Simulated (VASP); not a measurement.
Here is a VASP 6.6.1 calculation.

Contents of INCAR:

```
SYSTEM = Si16Ni
PREC = Accurate ; ENCUT = 520
EDIFF = 1E-6 ; ISMEAR = 0
SIGMA = 0.02 ; LREAL = Auto
LASPH = .TRUE. ; NELM = 60
ALGO = Normal ; ISIF = 2
LWAVE = .FALSE. ; LCHARG = .TRUE.
GGA = PE ; LELF = .TRUE.
LVHAR = .TRUE. ; NBANDS = 51
```

KPOINTS

```
regular mesh
0
G
  2 2 2
  0 0 0
```

POSCAR

```
Si16Ni
1.0
    0.0000000000      5.4700937627     -5.4700937627
    5.4700937627      5.4700937627      0.0000000000
    5.4700937627      0.0000000000     -5.4700937627
Si Ni
16 1
Direct
    0.1223940629      0.1298524360      0.1297977751
    0.1207671255      0.6463568365      0.1169719438
    0.5784322239      0.1443065758      0.1443349117
    0.6292008235      0.6283390467      0.1224959807
    0.1207376927      0.1169381235      0.6464979676
    0.1274204850      0.6228785370      0.6228147355
    0.6292145344      0.1225234025      0.6283319170
    0.6321514128      0.6217239864      0.6217559785
    0.2540932679      0.7559488337      0.2486063419
    0.2074266090      0.2731987905      0.2733121341
    0.7370164343      0.7694189867      0.2478432836
    0.7355643568      0.2552124443      0.2552095194
    0.2575052752      0.7446541461      0.7446910742
    0.2541170335      0.2486748964      0.7559146478
    0.7525616888      0.7486453026      0.7486202573
    0.7370295053      0.2478053501      0.7694792233
   -0.0615327661      0.0336948520      0.0341138577
```

Potentials or basis: VASP PAW PBE potentials, release 64 (Si, Ni).

Run with:

```console
$ cat potpaw_PBE.64/Si/POTCAR potpaw_PBE.64/Ni/POTCAR > POTCAR
$ mpirun -np 1 vasp_std > vasp.out
```

Problem. Estimate the largest force.

Solution. 0.097 eV/Å.

Problem. Predict the band gap on the k mesh.

Solution. 0.45 eV.

Problem. What does it give for the pressure?

Solution. 0.4 GPa.

Forces on the atoms (eV/Å):
```
Si  -0.049 -0.030  0.030
Si   0.007  0.009 -0.015
Si   0.045 -0.040  0.041
Si  -0.003  0.023 -0.024
Si   0.007  0.015 -0.009
Si   0.009  0.012 -0.012
Si  -0.003  0.024 -0.023
Si   0.001  0.022 -0.022
Si  -0.019  0.011 -0.037
Si  -0.007 -0.045  0.044
Si   0.017  0.012  0.000
Si   0.010 -0.013  0.014
Si   0.002  0.017 -0.017
Si  -0.018  0.037 -0.011
Si   0.004  0.013 -0.013
Si   0.017  0.001 -0.013
Ni  -0.021 -0.068  0.066
```

Caveat: the k points lie up to 0.50 Å⁻¹ apart. Spin polarisation is off, so any magnetic state and its effect on volume and gap are missing.
